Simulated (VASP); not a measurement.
Runs of VASP 6.6.1 on Au. The structure is that of space group Fm-3m (No. 225), or close to it. The cells are those of the table. 

| cell | gap on the mesh (eV) | pressure (GPa) |
| --- | --- | --- |
| a = 2.915, b = 2.915, c = 2.893 Å, angles 60.2, 60.2, 59.5°, 1 atom | none | 5.0 |
| a = 2.893, b = 2.893, c = 2.849 Å, angles 60.5, 60.5, 59.0°, 1 atom | none | (a) |
| a = 2.915, b = 2.915, c = 2.936 Å, angles 59.8, 59.8, 60.5°, 1 atom | none | 2.7 |
| a = 2.936, b = 2.936, c = 2.893 Å, angles 60.5, 60.5, 59.0°, 1 atom | none | (b) |
| a = 2.893, b = 2.893, c = 2.936 Å, angles 59.5, 59.5, 61.0°, 1 atom | none | 5.1 |
| a = 2.915, b = 2.915, c = 2.849 Å, angles 60.7, 60.7, 58.5°, 1 atom | none | 7.8 |

Alike in all rows: task single point; level PBE; potentials or basis VASP PAW PBE potentials, release 64 (Au); no spin polarisation; k mesh 20 × 20 × 20; cutoff (eV) 520; smearing gaussian 0.15 eV.

Task: Fill in the values left out.

Result: (a) 10.6; (b) 2.6.

Caveats: spin-orbit coupling is left out, which moves the levels of the heavy elements; the cell stands under pressure (at least some runs).

A k mesh can miss the band edges, and the runs leave out spin-orbit coupling on Au.

A gap of «none» marks levels without a gap at the run's occupations.
